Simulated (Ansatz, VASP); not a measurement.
**Two plane-wave programs on Li**

The input INCAR:

```
SYSTEM = Li
PREC     = Accurate       ! precision mode
ENCUT    = 520            ! plane-wave cutoff, eV
EDIFF    = 1E-6           ! SCF threshold, eV
ISMEAR   = 0              ! smearing method
SIGMA    = 0.1            ! smearing width, eV
LREAL    = .False.        ! projectors in reciprocal space
LASPH    = .True.         ! aspherical terms in the spheres
NELM     = 100            ! most SCF steps
ALGO     = Normal         ! electronic algorithm
ISIF     = 2              ! what is computed and relaxed
LWAVE    = .False.        ! write WAVECAR
LCHARG   = .True.         ! write CHGCAR
GGA      = PS             ! functional
LELF     = .True.         ! ELF
LVHAR    = .True.       
NBANDS   = 14             ! bands
```

File KPOINTS:

```
regular mesh
0
Gamma
  10 10 10
  0 0 0
```

POSCAR

```
Li
1.0
    4.5184506409      0.0000000000      0.0000000000
    0.0000000000      4.5184506409      0.0000000000
    0.0000000000      0.0000000000      4.5184506409
Li
4
Direct
    0.8421649243      0.1578350757      0.6578350757
    0.3421649243      0.3421649243      0.3421649243
    0.1578350757      0.6578350757      0.8421649243
    0.6578350757      0.8421649243      0.1578350757
```

Input for Ansatz:

```yaml
crystal:
  lattice:
    - [4.5184506409, 0.0, 0.0]
    - [0.0, 4.5184506409, 0.0]
    - [0.0, 0.0, 4.5184506409]
  atoms:
    - { symbol: Li, position: [0.8421649243, 0.1578350757, 0.6578350757] }
    - { symbol: Li, position: [0.3421649243, 0.3421649243, 0.3421649243] }
    - { symbol: Li, position: [0.1578350757, 0.6578350757, 0.8421649243] }
    - { symbol: Li, position: [0.6578350757, 0.8421649243, 0.1578350757] }
basis:
  ecutwfc: 420
kpoints:
  mp_grid: { grid: [10, 10, 10] }
hamiltonian:
  xc: pbesol
scf:
  occupations: { method: gaussian, width: 0.1 }
output:
  forces: true
  stress: true
  eigenvalues: true
```

Alike in both runs: task single point; functional PBEsol; k mesh 10 × 10 × 10; occupations gaussian, width 0.1 eV; no spin polarisation.

|  | VASP | Ansatz |
| --- | --- | --- |
| version | VASP 6.6.1 | Ansatz 0.2.0 |
| potentials or method | VASP PAW PBE potentials, release 64 (Li_sv), cutoff 520 eV | scalar-relativistic, plane waves, PAW |
| valence electrons in the cell | 12 | 12 |

```tsv
	VASP	Ansatz	Ansatz less VASP
gap on the k mesh at the Fermi level (eV)	none	none	-
rms of the force components (eV/Å)	0.176	0.176	+0.0002
```

VASP's potentials were made for PBE, not for PBEsol. Atom by atom the forces differ by 0.000 eV/Å (rms over components). A gap of «none» marks a metal or a gap that the smearing closes. With one functional, cell and mesh, what is left measures potentials, basis and numerics.

Noted on VASP's run: the cutoff is short for stress, so the pressure is rough.
